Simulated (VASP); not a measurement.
# Au (Fm-3m) in VASP: further runs

Au is run at these levels: PBE; tasks: single point.

All numbers are computed with VASP 6.6.1; they aren't measurements. Logs are shortened: lines on timing, memory, paths and dates and some standing lists are left out, and cuts for length are marked.

## Step 1: The cell of the first run

Symmetry: Fm-3m, No. 225, cubic system. The conventional cell has a = 4.166 Å, b = 4.166 Å, c = 4.166 Å, α = 90.00°, β = 90.00°, γ = 90.00°. Au (site symmetry m-3m) has 12 Au at 2.95 Å within 3.9 Å.

## Step 2: Single point, PBE

INCAR

```
SYSTEM = Au
  PREC = Accurate
  ENCUT = 520
  EDIFF = 1E-7
  ISMEAR = 0
  SIGMA = 0.1
  LREAL = .FALSE.
  LASPH = .TRUE.
  NELM = 60
  ALGO = Normal
  ISIF = 2
  LWAVE = .FALSE.
  LCHARG = .FALSE.
  GGA = PE
  NBANDS = 12
```

KPOINTS

```
regular mesh
0
G
  8 8 8
  0 0 0
```

POSCAR

```
Au
1.0
    0.0000000000      2.0830626651      2.0830626651
    2.0830626651      0.0000000000      2.0830626651
    2.0830626651      2.0830626651      0.0000000000
Au
1
Direct
    0.0000000000      0.0000000000      0.0000000000
```

Potentials or basis: VASP PAW PBE potentials, release 64 (Au).

Run with:

```console
$ cat potpaw_PBE.64/Au/POTCAR > POTCAR
$ mpirun -np 1 vasp_std > vasp.out
```

OUTCAR:

```text
SYSTEM = Au
   PREC = Accurate
   ENCUT = 520
   EDIFF = 1E-7
   ISMEAR = 0
   LREAL = .FALSE.
   LASPH = .TRUE.
   NELM = 60
   ISIF = 2
   GGA = PE

 ion  position               nearest neighbor table
   1  0.000  0.000  0.000-

  LATTYP: Found a face centered cubic cell.
 ALAT       =     4.1661253302

  Lattice vectors:

 A1 = (   0.0000000000,   2.0830626651,   2.0830626651)
 A2 = (   2.0830626651,   0.0000000000,   2.0830626651)
 A3 = (   2.0830626651,   2.0830626651,   0.0000000000)

Analysis of symmetry for initial positions (statically):
=====================================================================
 Subroutine PRICEL returns:
 Original cell was already a primitive cell.

 Routine SETGRP: Setting up the symmetry group for a
 face centered cubic supercell.

 Subroutine GETGRP returns: Found 48 space group operations
 (whereof 48 operations were pure point group operations)
 out of a pool of 48 trial point group operations.

The static configuration has the point symmetry O_h .

Analysis of symmetry for dynamics (positions and initial velocities):
=====================================================================
 Subroutine PRICEL returns:
 Original cell was already a primitive cell.

 Routine SETGRP: Setting up the symmetry group for a
 face centered cubic supercell.

 Subroutine GETGRP returns: Found 48 space group operations
 (whereof 48 operations were pure point group operations)
 out of a pool of 48 trial point group operations.

The dynamic configuration has the point symmetry O_h .

 Subroutine INISYM returns: Found 48 space group operations
 (whereof 48 operations are pure point group operations),
 and found     1 'primitive' translations

----------------------------------------------------------------------------------------

                                     Primitive cell

  volume of cell :      18.0774

  direct lattice vectors                    reciprocal lattice vectors
     0.000000000  2.083062665  2.083062665    -0.240031185  0.240031185  0.240031185
     2.083062665  0.000000000  2.083062665     0.240031185 -0.240031185  0.240031185
     2.083062665  2.083062665  0.000000000     0.240031185  0.240031185 -0.240031185

  length of vectors
     2.945895472  2.945895472  2.945895472     0.415746208  0.415746208  0.415746208

  position of ions in fractional coordinates (direct lattice)
     0.000000000  0.000000000  0.000000000

  ion indices of the primitive-cell ions
   primitive index   ion index
                 1           1

----------------------------------------------------------------------------------------

 KPOINTS: regular mesh

Automatic generation of k-mesh.
 Grid dimensions read from file:
 generate k-points for:    8    8    8

 Generating k-lattice:

  Cartesian coordinates                     Fractional coordinates (reciprocal lattice)
    -0.030003898  0.030003898  0.030003898     0.125000000  0.000000000  0.000000000
     0.030003898 -0.030003898  0.030003898     0.000000000  0.125000000  0.000000000
     0.030003898  0.030003898 -0.030003898     0.000000000  0.000000000  0.125000000

  Length of vectors
     0.051968276  0.051968276  0.051968276

  Shift w.r.t. Gamma in fractional coordinates (k-lattice)
     0.000000000  0.000000000  0.000000000

 Subroutine IBZKPT returns following result:
 ===========================================

 Found     29 irreducible k-points:

 Following reciprocal coordinates:
            Coordinates               Weight
  0.000000  0.000000  0.000000      1.000000
  0.125000  0.000000  0.000000      8.000000
  0.250000  0.000000  0.000000      8.000000
  0.375000  0.000000  0.000000      8.000000
  0.500000  0.000000  0.000000      4.000000
  0.125000  0.125000  0.000000      6.000000
[... 16 lines left out ...]
  0.500000  0.250000  0.125000     48.000000
 -0.375000  0.250000  0.125000     24.000000
 [... further k-points ...]
   k-points           NKPTS =     29   k-points in BZ     NKDIM =     29   number of bands    NBANDS=     12
   number of dos      NEDOS =    301   number of ions     NIONS =      1
   total plane-waves  NPLWV =  13824
   dimension x,y,z NGX =    24 NGY =   24 NGZ =   24
   dimension x,y,z NGXF=    48 NGYF=   48 NGZF=   48
   ions per type =               1
   NGX,Y,Z   is equivalent  to a cutoff of  13.54, 13.54, 13.54 a.u.
   NGXF,Y,Z  is equivalent  to a cutoff of  27.09, 27.09, 27.09 a.u.
 SYSTEM =  Au
   PREC   = accura    normal or accurate (medium, high low for compatibility)
   ISTART =      0    job   : 0-new  1-cont  2-samecut
   ICHARG =      2    charge: 1-file 2-atom 10-const
   ISPIN  =      1    spin polarized calculation?
   LNONCOLLINEAR =      F non collinear calculations
   LSORBIT =      F    spin-orbit coupling
   LASPH  =      T    aspherical Exc in radial PAW
   ENCUT  =  520.0 eV  38.22 Ry    6.18 a.u.   5.48  5.48  5.48*2*pi/ulx,y,z
   NELM   =     60;   NELMIN=  2; NELMDL= -5     # of ELM steps
   EDIFF  = 0.1E-06   stopping-criterion for ELM
   LREAL  =      F    real-space projection
   EDIFFG = 0.1E-05   stopping-criterion for IOM
   NSW    =      0    number of steps for IOM
   IBRION =     -1    ionic relax: 0-MD 1-quasi-New 2-CG
   NFREE  =      0    steps in history (QN), initial steepest desc. (CG)
   ISIF   =      2    stress and relaxation
   ISYM   =      2    0-nonsym 1-usesym 2-fastsym
   POTIM  = 0.5000    time-step for ionic-motion
   TEBEG  =    0.0;   TEEND  =   0.0 temperature during run
   PSTRESS=    0.0 pullay stress
   NELECT =      11.0000    total number of electrons
   NUPDOWN=      -1.0000    fix difference up-down
   EMIN   =  10.00;   EMAX   =-10.00  energy-range for DOS
   EFERMI =   0.00;   METHOD = LEGACY
   ISMEAR =     0;   SIGMA  =   0.10  broadening in eV -4-tet -1-fermi 0-gaus
   EFERMI_NEDOS =   21; number of points for ismear=-14 and -15
   IALGO  =     38    algorithm
   IMIX   =      4    mixing-type and parameters
     AMIX     =   0.40;   BMIX     =  1.00
     AMIX_MAG =   1.60;   BMIX_MAG =  1.00
  volume/ion in A,a.u.               =      18.08       121.99
  Fermi-wavevector in a.u.,A,eV,Ry     =   1.387267  2.621555 26.184545  1.924510
  Thomas-Fermi vector in A             =   2.511504
   LORBIT       =      0    0 simple, 1 ext, 2 COOP (PROOUT), +10 PAW based schemes
   GGA     = PE    functional components
   LHFCALC =     F    Hartree Fock is set to
   AEXX    =    0.0000 exact exchange contribution
   IVDW    =     0    specifies the selected vdW correction
   LEPSILON=     F    determine dielectric tensor
   LRPA    =     F    only Hartree local field effects (RPA)
 non-spin polarized calculation
 Gauss-broadening in eV      SIGMA  =   0.10
  energy-cutoff  :      520.00
  volume of cell :       18.08
 maximum number of plane-waves:       531
 NGX is ok and might be reduce to    24
   NGX = 11   NGY = 11   NGZ = 11

 number of electron      11.0000001 magnetization

 Free energy of the ion-electron system (eV)
  ---------------------------------------------------
  ext. energy  EPLUGINS =         0.00000000
  ---------------------------------------------------
  free energy    TOTEN  =        -3.18807903 eV

  energy without entropy =       -3.18498664  energy(sigma->0) =       -3.18653283

 E-fermi :   8.4206     XC(G=0): -12.3642

 val. band max:        8.3462914746   @ k =   0.5000   0.2500   0.1250
 cond. band min:       8.6245953211   @ k =   0.5000   0.3750   0.1250
 fundamental gap:      0.2783038465
 Fermi energy:         8.4205875513

 k-point     1 :       0.0000    0.0000    0.0000
  band No.  band energies     occupation
      1      -0.7254      2.00000
      2       4.1394      2.00000
      3       4.1394      2.00000
      4       4.1394      2.00000
      5       5.5045      2.00000
      6       5.5045      2.00000
      7      23.1082      0.00000
      8      26.7678      0.00000
      9      26.7678      0.00000
     10      26.7678      0.00000
     11      31.4873      0.00000
     12      35.5139      0.00000

 k-point     2 :       0.1250    0.0000    0.0000
  band No.  band energies     occupation
      1      -0.2210      2.00000
      2       4.0059      2.00000
      3       4.2891      2.00000
      4       4.2891      2.00000
      5       5.4543      2.00000
      6       5.4543      2.00000
      7      23.3763      0.00000
      8      24.2924      0.00000
      9      27.2808      0.00000
     10      27.2808      0.00000
     11      31.2430      0.00000
     12      33.3466      0.00000

 k-point     3 :       0.2500    0.0000    0.0000
  band No.  band energies     occupation
      1       0.9932      2.00000
      2       4.0385      2.00000
      3       4.3943      2.00000
      4       4.3943      2.00000
      5       5.6591      2.00000
      6       5.6591      2.00000
      7      19.3072      0.00000
      8      24.0504      0.00000
      9      27.7820      0.00000
     10      27.7820      0.00000
     11      29.8138      0.00000
     12      31.0615      0.00000
[... 286 lines left out ...]
 k-point    23 :       0.5000    0.2500    0.1250
  band No.  band energies     occupation
      1       2.6790      2.00000
      2       3.7180      2.00000
      3       3.8947      2.00000
      4       5.0883      2.00000
      5       6.1534      2.00000
      6       8.3463      1.70661
      7      15.2446      0.00000
      8      20.0369      0.00000
      9      22.4610      0.00000
     10      26.6137      0.00000
     11      30.4742      0.00000
     12      33.8200      0.00000

 k-point    24 :      -0.3750    0.2500    0.1250
  band No.  band energies     occupation
      1       2.6800      2.00000
      2       3.5490      2.00000
      3       4.5689      2.00000
      4       4.9006      2.00000
      5       6.4651      2.00000
      6      11.1281      0.00000
      7      11.3338      0.00000
      8      20.2458      0.00000
      9      21.3034      0.00000
     10      25.8862      0.00000
     11      31.7598      0.00000
     12      34.8028      0.00000

 [... further k-points ...]
[... 5 lines left out ...]
  --------------------------------------------------------------------------------------
  -------------------------------------------------------------------------------------
  Total       -0.0375871     -0.0375871     -0.0375871      0.0000000      0.0000000      0.0000000
  in kB       -3.3312870     -3.3312870     -3.3312870      0.0000000      0.0000000      0.0000000
  external PRESSURE =      -3.3312870 kB  Pullay stress =       0.0000000 kB

 VOLUME and BASIS-vectors are now :
 -----------------------------------------------------------------------------
  energy-cutoff  :      520.00
  volume of cell :       18.08
      direct lattice vectors                 reciprocal lattice vectors
     0.000000000  2.083062665  2.083062665    -0.240031185  0.240031185  0.240031185
     2.083062665  0.000000000  2.083062665     0.240031185 -0.240031185  0.240031185
     2.083062665  2.083062665  0.000000000     0.240031185  0.240031185 -0.240031185

 POSITION                                       TOTAL-FORCE (eV/Angst)
 -----------------------------------------------------------------------------------
      0.00000      0.00000      0.00000         0.000000      0.000000      0.000000
 -----------------------------------------------------------------------------------
    total drift:                               -0.000000      0.000000      0.000000

  FREE ENERGIE OF THE ION-ELECTRON SYSTEM (eV)
  ---------------------------------------------------
  free  energy   TOTEN  =        -3.1880790320 eV

  energy  without entropy=       -3.1849866370  energy(sigma->0) =       -3.18653283
```

Run time: 3.5 s. Hardware: 1 thread of Intel Xeon Platinum 8488C (Sapphire Rapids), shared host; peak memory 0.13 GiB.

Results:

```yaml
Free_energy: -3.1881 eV
Pressure: -0.3 GPa
```

Caveat: spin-orbit coupling is left out, which moves the levels of the heavy elements.

## Step 3: Single point, PBE (volume scaled by 0.91)

INCAR

```
SYSTEM = Au
ALGO     = Normal         ! electronic algorithm
EDIFF    = 1E-6           ! SCF threshold, eV
ENCUT    = 520            ! plane-wave cutoff, eV
GGA      = PE             ! functional
ISIF     = 2              ! what is computed and relaxed
ISMEAR   = 0              ! smearing method
LASPH    = .True.         ! aspherical terms in the spheres
LCHARG   = .False.        ! write CHGCAR
LREAL    = .False.        ! projectors in reciprocal space
LWAVE    = .False.        ! write WAVECAR
NBANDS   = 12             ! bands
NELM     = 80             ! most SCF steps
PREC     = Accurate       ! precision mode
SIGMA    = 0.3            ! smearing width, eV
```

KPOINTS

```
k-points
0
Gamma
  18 18 18
  0 0 0
```

POSCAR

```
Au
1.0
    0.0000000000      2.0147710554      2.0147710554
    2.0147710554      0.0000000000      2.0147710554
    2.0147710554      2.0147710554      0.0000000000
Au
1
Direct
    0.0000000000      0.0000000000      0.0000000000
```

Potentials or basis: VASP PAW PBE potentials, release 64 (Au).

Run with:

```console
$ cat potpaw_PBE.64/Au/POTCAR > POTCAR
$ mpirun -np 1 vasp_std > vasp.out
```

It took 14 s on 1 thread of Intel Xeon Platinum 8488C (Sapphire Rapids), shared host; peak memory 0.17 GiB.

The run converged. Its results:

* Free energy: -3.1504 eV
* Pressure: 17.0 GPa

Levels at points of the mesh, in eV from the Fermi level:
| k point | band 2 | band 3 | band 4 | band 5 | band 6 | band 7 | band 8 | band 9 | band 10 | band 11 |
| --- | --- | --- | --- | --- | --- | --- | --- | --- | --- | --- |
| (0.00, 0.00, 0.00) | -4.95 | -4.95 | -4.95 | -3.32 | -3.32 | 14.43 | 18.67 | 18.67 | 18.67 | 23.71 |
| (0.50, 0.00, 0.00) | -4.99 | -4.99 | -2.03 | -2.03 | -1.18 | 3.28 | 13.89 | 17.41 | 17.41 | 25.54 |
| (0.50, 0.50, 0.00) | -7.15 | -2.07 | -1.68 | -1.68 | 0.88 | 6.09 | 10.10 | 10.10 | 17.64 | 20.37 |

Caveat: the cell differs from its parent crystal (volume scaled by 0.91); spin-orbit coupling is left out, which moves the levels of the heavy elements.

## Step 4: Single point, PBE (volume scaled by 0.94)

INCAR

```
SYSTEM = Au
PREC = Accurate
ENCUT = 520
EDIFF = 1E-6
ISMEAR = 0
SIGMA = 0.3
LREAL = .FALSE.
LASPH = .TRUE.
NELM = 80
ALGO = Fast
ISIF = 2
LWAVE = .FALSE.
LCHARG = .FALSE.
GGA = PE
NBANDS = 12
```

KPOINTS

```
Automatic mesh
0
G
  18 18 18
  0 0 0
```

POSCAR

```
Au
1.0
    0.0000000000      2.0366724567      2.0366724567
    2.0366724567      0.0000000000      2.0366724567
    2.0366724567      2.0366724567      0.0000000000
Au
1
Direct
    0.0000000000      0.0000000000      0.0000000000
```

Run with:

```console
$ cat potpaw_PBE.64/Au/POTCAR > POTCAR
$ mpirun -np 1 vasp_std > vasp.out
```

It took 18 s on 1 thread of Intel Xeon Platinum 8488C (Sapphire Rapids), shared host; peak memory 0.16 GiB.

It converged, with:

```
Free energy : -3.1961 eV
Pressure    : 10.1 GPa
```

Levels at points of the mesh, in eV from the Fermi level:
```csv
k point,band 4,band 5,band 6,band 7,band 8,band 9
"(0.00, 0.00, 0.00)",-4.75,-3.21,-3.21,14.50,18.55,18.55
"(0.50, 0.00, 0.00)",-1.99,-1.99,-1.01,3.11,13.95,17.19
"(0.50, 0.50, 0.00)",-1.67,-1.67,0.99,5.84,10.03,10.03
```

Caveat: the cell differs from its parent crystal (volume scaled by 0.94); spin-orbit coupling is left out, which moves the levels of the heavy elements.

## Step 5: Single point, PBE (volume scaled by 0.97)

INCAR

```
  PREC = Accurate
  ENCUT = 520
  EDIFF = 1E-6
  ISMEAR = 0
  SIGMA = 0.3
  LREAL = False
  LASPH = True
  NELM = 60
  ALGO = Normal
  ISIF = 2
  LWAVE = False
  LCHARG = False
  GGA = PE
  NBANDS = 12
```

KPOINTS

```
regular mesh
0
Gamma
  18 18 18
```

POSCAR

```
Au
1.0
    0.0000000000      2.0581126897      2.0581126897
    2.0581126897      0.0000000000      2.0581126897
    2.0581126897      2.0581126897      0.0000000000
Au
1
Direct
    0.0000000000      0.0000000000      0.0000000000
```

Run with:

```console
$ cat potpaw_PBE.64/Au/POTCAR > POTCAR
$ mpirun -np 1 vasp_std > vasp.out
```

Wall time 19 s (1 thread of Intel Xeon Platinum 8488C (Sapphire Rapids), shared host); peak memory 0.16 GiB.

Results (log left out):

| Property | Result |
| --- | --- |
| Free energy | -3.2205 eV |
| Pressure | 4.4 GPa |

Levels at points of the mesh, in eV from the Fermi level:
| k point | band 4 | band 5 | band 6 | band 7 | band 8 | band 9 |
| --- | --- | --- | --- | --- | --- | --- |
| (0.00, 0.00, 0.00) | -4.57 | -3.11 | -3.11 | 14.55 | 18.42 | 18.42 |
| (0.50, 0.00, 0.00) | -1.96 | -1.96 | -0.85 | 2.95 | 14.00 | 16.96 |
| (0.50, 0.50, 0.00) | -1.65 | -1.65 | 1.09 | 5.59 | 9.95 | 9.95 |

Caveat: the cell differs from its parent crystal (volume scaled by 0.97); spin-orbit coupling is left out, which moves the levels of the heavy elements.

## Step 6: Single point, PBE

This run uses another cell than the first one, of 17.97 Å³/atom, 0.994 times its volume.

INCAR

```
PREC     = Accurate       # precision mode
ENCUT    = 520            # plane-wave cutoff, eV
EDIFF    = 1E-6           # SCF threshold, eV
ISMEAR   = 0              # smearing method
SIGMA    = 0.3            # smearing width, eV
LREAL    = False          # projectors in reciprocal space
LASPH    = True           # aspherical terms in the spheres
NELM     = 60             # most SCF steps
ALGO     = Normal         # electronic algorithm
ISIF     = 2              # what is computed and relaxed
LWAVE    = False          # write WAVECAR
LCHARG   = True           # write CHGCAR
GGA      = PE             # functional
LELF     = True           # ELF
LVHAR    = True         
NBANDS   = 12             # bands
```

KPOINTS is that of step 5.

POSCAR

```
Au
1.0
    0.0000000000      2.0791152902      2.0791152902
    2.0791152902      0.0000000000      2.0791152902
    2.0791152902      2.0791152902      0.0000000000
Au
1
Direct
    0.0000000000      0.0000000000      0.0000000000
```

Potentials or basis: VASP PAW PBE potentials, release 64 (Au).

Run with:

```console
$ cat potpaw_PBE.64/Au/POTCAR > POTCAR
$ mpirun -np 1 vasp_std > vasp.out
```

Wall time 18 s (1 thread of Intel Xeon Platinum 8488C (Sapphire Rapids), shared host); peak memory 0.17 GiB.

It converged, with:

```yaml
Free_energy: -3.2276 eV
Pressure: -0.3 GPa
```

Levels at points of the mesh, in eV from the Fermi level:
| k point | band 3 | band 4 | band 5 | band 6 | band 7 | band 8 | band 9 | band 10 |
| --- | --- | --- | --- | --- | --- | --- | --- | --- |
| (0.00, 0.00, 0.00) | -4.41 | -4.41 | -3.03 | -3.03 | 14.59 | 18.29 | 18.29 | 18.29 |
| (0.50, 0.00, 0.00) | -4.44 | -1.93 | -1.93 | -0.70 | 2.80 | 14.03 | 16.74 | 16.74 |
| (0.50, 0.50, 0.00) | -1.98 | -1.64 | -1.64 | 1.18 | 5.36 | 9.87 | 9.87 | 16.65 |

Caveat: spin-orbit coupling is left out, which moves the levels of the heavy elements.

## Step 7: Overview

| cell | k mesh | smearing | gap on the mesh (eV) | pressure (GPa) |
| --- | --- | --- | --- | --- |
| a = 2.946 Å, angles 60.0°, 1 atom | 8 × 8 × 8 | gaussian 0.1 eV | none | -0.3 |
| a = 2.849 Å, angles 60.0°, 1 atom | 18 × 18 × 18 | gaussian 0.3 eV | none | 17.0 |
| a = 2.880 Å, angles 60.0°, 1 atom | 18 × 18 × 18 | gaussian 0.3 eV | none | 10.1 |
| a = 2.911 Å, angles 60.0°, 1 atom | 18 × 18 × 18 | gaussian 0.3 eV | none | 4.4 |
| a = 2.940 Å, angles 60.0°, 1 atom | 18 × 18 × 18 | gaussian 0.3 eV | none | -0.3 |

Alike in all rows: task single point; level PBE; potentials or basis VASP PAW PBE potentials, release 64 (Au); no spin polarisation; cutoff (eV) 520.

Caveats: spin-orbit coupling is left out, which moves the levels of the heavy elements.

Absolute energies hang on the potentials; compare differences alone.
